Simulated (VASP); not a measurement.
Set up this calculation in VASP 6.6.1, as the native input.

```yaml
Task: single point
Functional: PBE
Potentials_or_basis: VASP PAW PBE potentials, release 64 (Cd, Te)
Cutoff: 500 eV
k_mesh: 8 × 8 × 8
Occupations: gaussian, width 0.02 eV
Spin: no spin polarisation
Dipole_correction: no
Further_INCAR_settings: ALGO = Normal; EDIFF = 1e-06; NBANDS = 16
```

The structure of CdTe (r.bp) lies in POSCAR:

```
CdTe
1.0
    0.0000000000      3.2591820774      3.2591820774
    3.2591820774      0.0000000000      3.2591820774
    3.2591820774      3.2591820774      0.0000000000
Cd Te
1 1
Direct
    0.0000000000      0.0000000000      0.0000000000
    0.2500000000      0.2500000000      0.2500000000
```

One way to write it, as run:

INCAR

```
PREC = Accurate ; ENCUT = 500
EDIFF = 1E-6 ; ISMEAR = 0
SIGMA = 0.02 ; LREAL = False
LASPH = True ; NELM = 120
ALGO = Normal ; ISIF = 2
LWAVE = False ; LCHARG = True
GGA = PE ; LELF = True
LVHAR = True ; NBANDS = 16
GGA_COMPAT = False
```

KPOINTS

```
regular mesh
0
Gamma
  8 8 8
```

Potentials or basis: VASP PAW PBE potentials, release 64 (Cd, Te).

Launch:

```console
$ cat potpaw_PBE.64/Cd/POTCAR potpaw_PBE.64/Te/POTCAR > POTCAR
$ mpirun -np 1 vasp_std > vasp.out
```

Results of the run:

| Quantity | Value |
| --- | --- |
| Pressure | 1.9 GPa |
| Band gap on the k mesh | 0.72 eV, direct |

Caveat: spin-orbit coupling is left out, which moves the levels of the heavy elements.

Wall time 28 s on 1 thread of Intel(R) Xeon(R) Platinum 8259CL CPU @ 2.50GHz (Skylake/Cascade Lake), on a shared host, peak memory 0.21 GiB.
